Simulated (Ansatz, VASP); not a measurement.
Two plane-wave programs on AlNi3

Contents of INCAR:

```
SYSTEM = AlNi3
PREC = Accurate
ENCUT = 520
EDIFF = 1E-7
ISMEAR = 0
SIGMA = 0.15
LREAL = .False.
LASPH = .True.
NELM = 80
ALGO = Fast
ISIF = 2
LWAVE = .False.
LCHARG = .False.
GGA = PS
NBANDS = 24
```

The input KPOINTS:

```
regular mesh
0
Gamma
  16 16 16
  0 0 0
```

The input POSCAR:

```
AlNi3
1.0
    0.0000000000      2.4932234802      3.5254180010
    2.4932234802      0.0000000000      3.5254180010
    2.4932234802      2.4932234802      0.0000000000
Al Ni
1 3
Direct
    0.5000000000      0.5000000000      0.5000000000
    0.2500000000      0.2500000000      0.2500000000
    0.0000000000      0.0000000000      0.0000000000
    0.7500000000      0.7500000000      0.7500000000
```

Input for Ansatz:

```yaml
crystal:
  lattice:
    - [0.0, 2.4932234802, 3.525418001]
    - [2.4932234802, 0.0, 3.525418001]
    - [2.4932234802, 2.4932234802, 0.0]
  atoms:
    - { symbol: Al, position: [0.5, 0.5, 0.5] }
    - { symbol: Ni, position: [0.25, 0.25, 0.25] }
    - { symbol: Ni, position: [0.0, 0.0, 0.0] }
    - { symbol: Ni, position: [0.75, 0.75, 0.75] }
basis:
  ecutwfc: 420
kpoints:
  mp_grid: { grid: [16, 16, 16] }
hamiltonian:
  xc: pbesol
scf:
  occupations: { method: gaussian, width: 0.15 }
output:
  forces: true
  stress: true
  eigenvalues: true
```

Alike in both runs: task single point; functional PBEsol; k mesh 16 × 16 × 16; occupations gaussian, width 0.15 eV; no spin polarisation.

|  | VASP | Ansatz |
| --- | --- | --- |
| version | VASP 6.6.1 | Ansatz 0.2.0 |
| potentials or method | VASP PAW PBE potentials, release 64 (Al, Ni), cutoff 520 eV | scalar-relativistic, plane waves, PAW |
| valence electrons in the cell | 33 | 57 |

VASP gave:

| Property | Result |
| --- | --- |
| gap on the k mesh at the Fermi level (eV) | none |
| pressure (GPa) | 0.0 |
| traceless stress, the component that is largest in VASP (GPa) | -2.72 |

Q: Which values does Ansatz return?

A: gap on the k mesh at the Fermi level (eV): none; pressure (GPa): -0.1; traceless stress, the component that is largest in VASP (GPa): -2.67.

VASP's potentials were made for PBE, not for PBEsol. A gap of «none» marks a metal or a gap that the smearing closes. The functional is the same, so the differences come from potentials, cutoffs and numerics. VASP's potentials hold 33 valence electrons a cell and Ansatz's 57, so a difference there can come from the potentials and not from the codes.
